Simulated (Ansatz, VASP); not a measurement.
**InSe in VASP and in Ansatz**

INCAR

```
ALGO = Normal
DIPOL = 0.5 0.5 0.408
EDIFF = 1E-6
ENCUT = 520
GGA = PE
IDIPOL = 3
ISIF = 2
ISMEAR = 0
IVDW = 12
LASPH = True
LCHARG = False
LDIPOL = True
LREAL = False
LWAVE = False
NBANDS = 48
NELM = 60
PREC = Accurate
SIGMA = 0.05
```

KPOINTS

```
k-points
0
Gamma
  9 9 1
```

POSCAR

```
InSe
1.0
    4.0266104108      0.0000000000      0.0000000000
   -2.0133052054      3.4871469069      0.0000000000
    0.0000000000      0.0000000000     28.2707105452
Se In
4 4
Direct
    0.0000000000      0.0000000000      0.1591753413
    0.0000000000      0.0000000000      0.3496677332
    0.0000000000      0.0000000000      0.4667500398
    0.0000000000      0.0000000000      0.6572424317
    0.6666666667      0.3333333333      0.2049979888
    0.6666666667      0.3333333333      0.3038451603
   -0.6666666667     -0.3333333333      0.5125726873
   -0.6666666667     -0.3333333333      0.6114198588
```

Input for Ansatz:

```yaml
crystal:
  lattice:
    - [4.0266103653, 0.0, 0.0]
    - [-2.0133051827, 3.4871468675, 0.0]
    - [0.0, 0.0, 28.2707107737]
  atoms:
    - { symbol: Se, position: [0.0, 0.0, 0.15917534] }
    - { symbol: In, position: [0.6666666667, 0.3333333333, 0.2049979902] }
    - { symbol: In, position: [0.6666666667, 0.3333333333, 0.3038451596] }
    - { symbol: Se, position: [0.0, 0.0, 0.3496677344] }
    - { symbol: Se, position: [0.0, 0.0, 0.4667500401] }
    - { symbol: In, position: [-0.6666666667, -0.3333333333, 0.5125726903] }
    - { symbol: In, position: [-0.6666666667, -0.3333333333, 0.6114198596] }
    - { symbol: Se, position: [0.0, 0.0, 0.6572424345] }
basis:
  ecutwfc: 420
kpoints:
  mp_grid: { grid: [9, 9, 1] }
hamiltonian:
  xc: pbe
  pseudopotentials: { kind: paw, azcp: { folder: soft_1 } }
  dispersion: d3bj
scf:
  occupations: { method: gaussian, width: 0.05 }
output:
  forces: true
  eigenvalues: true
efield:
  axis: 3
  dipole_correction: true
  ramp_width: 0.04
```

Alike in both runs: task single point; functional PBE; dispersion D3(BJ); k mesh 9 × 9 × 1; occupations gaussian, width 0.05 eV; no spin polarisation.

|  | VASP | Ansatz |
| --- | --- | --- |
| version | VASP 6.6.1 | Ansatz 0.2.0 |
| potentials or method | VASP PAW PBE potentials, release 64 (Se, In_d), cutoff 520 eV | scalar-relativistic, plane waves, PAW |
| valence electrons in the cell | 76 | 116 |

```tsv
	VASP	Ansatz	Ansatz less VASP
gap on the k mesh at the Fermi level (eV)	0.99	1.00	+0.011
least direct gap on the mesh (eV)	1.06	1.07	+0.009
rms of the force components (eV/Å)	0.060	0.063	+0.0029
```

VASP's potentials hold 76 valence electrons a cell and Ansatz's 116, so a difference there can come from the potentials and not from the codes.
